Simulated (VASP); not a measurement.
A run of VASP 6.6.1 is set up as follows.

The input INCAR:

```
SYSTEM = Ru
PREC = Accurate ; ENCUT = 520
EDIFF = 1E-6 ; ISMEAR = 0
SIGMA = 0.1 ; LREAL = .False.
LASPH = .True. ; NELM = 60
ALGO = Fast ; ISIF = 2
LWAVE = .False. ; LCHARG = .True.
GGA = PE ; LELF = .True.
LVHAR = .True. ; NBANDS = 21
```

KPOINTS

```
Automatic mesh
0
Gamma
  16 16 10
  0 0 0
```

Contents of POSCAR:

```
Ru
1.0
    2.6961937466      0.0061962805      0.0135289967
   -1.3427307370      2.3237897840      0.0038974755
    0.0214095000      0.0194826450      4.2596769390
Ru
2
Direct
    0.3406479608      0.6789528064      0.2518286275
    0.6593520392      0.3210471936      0.7481713725
```

Potentials or basis: VASP PAW PBE potentials, release 64 (Ru_pv).

Launch:

```console
$ cat potpaw_PBE.64/Ru_pv/POTCAR > POTCAR
$ mpirun -np 1 vasp_std > vasp.out
```

Question: What does it give for the largest force?

Answer: 0.473 eV/Å.

Question: What does it give for the pressure?

Answer: 10.2 GPa.

Stress tensor (GPa, compression positive):
```
 8.42 -1.07 -1.79
-1.07 12.31 -1.77
-1.79 -1.77  9.78
```

Caveat: the cell differs from its parent crystal (atoms moved at random and the cell strained at random); the cell stands under pressure.
